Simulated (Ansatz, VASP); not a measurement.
InP: VASP beside Ansatz

The input INCAR:

```
SYSTEM = InP
PREC = Accurate
ENCUT = 520
EDIFF = 1E-6
ISMEAR = 0
SIGMA = 0.15
LREAL = .FALSE.
LASPH = .TRUE.
NELM = 80
ALGO = Normal
ISIF = 2
LWAVE = .FALSE.
LCHARG = .FALSE.
GGA = PE
NBANDS = 16
```

Contents of KPOINTS:

```
Automatic mesh
0
G
  20 20 20
  0 0 0
```

The input POSCAR:

```
InP
1.0
    0.0000000000      2.6942263456      2.6942263456
    2.6942263456      0.0000000000      2.6942263456
    2.6942263456      2.6942263456      0.0000000000
In P
1 1
Direct
    0.0000000000      0.0000000000      0.0000000000
    0.5000000000      0.5000000000      0.5000000000
```

Input for Ansatz:

```yaml
crystal:
  lattice:
    - [0.0, 2.6942263456, 2.6942263456]
    - [2.6942263456, 0.0, 2.6942263456]
    - [2.6942263456, 2.6942263456, 0.0]
  atoms:
    - { symbol: In, position: [0.0, 0.0, 0.0] }
    - { symbol: P, position: [0.5, 0.5, 0.5] }
basis:
  ecutwfc: 420
kpoints:
  mp_grid: { grid: [20, 20, 20] }
hamiltonian:
  xc: pbe
scf:
  occupations: { method: gaussian, width: 0.15 }
output:
  forces: true
  stress: true
  eigenvalues: true
```

Alike in both runs: task single point; functional PBE; k mesh 20 × 20 × 20; occupations gaussian, width 0.15 eV; no spin polarisation.

|  | VASP | Ansatz |
| --- | --- | --- |
| version | VASP 6.6.1 | Ansatz 0.2.0 |
| potentials or method | VASP PAW PBE potentials, release 64 (In_d, P), cutoff 520 eV | scalar-relativistic, plane waves, PAW |
| valence electrons in the cell | 18 | 18 |

VASP gave:

| Property | Result |
| --- | --- |
| gap on the k mesh at the Fermi level (eV) | none |
| pressure (GPa) | 7.4 |

Problem. What did Ansatz give for the same quantities?

Solution. gap on the k mesh at the Fermi level (eV): none; pressure (GPa): 7.5.

A gap of «none» marks a metal or a gap that the smearing closes. With one functional, cell and mesh, what is left measures potentials, basis and numerics.
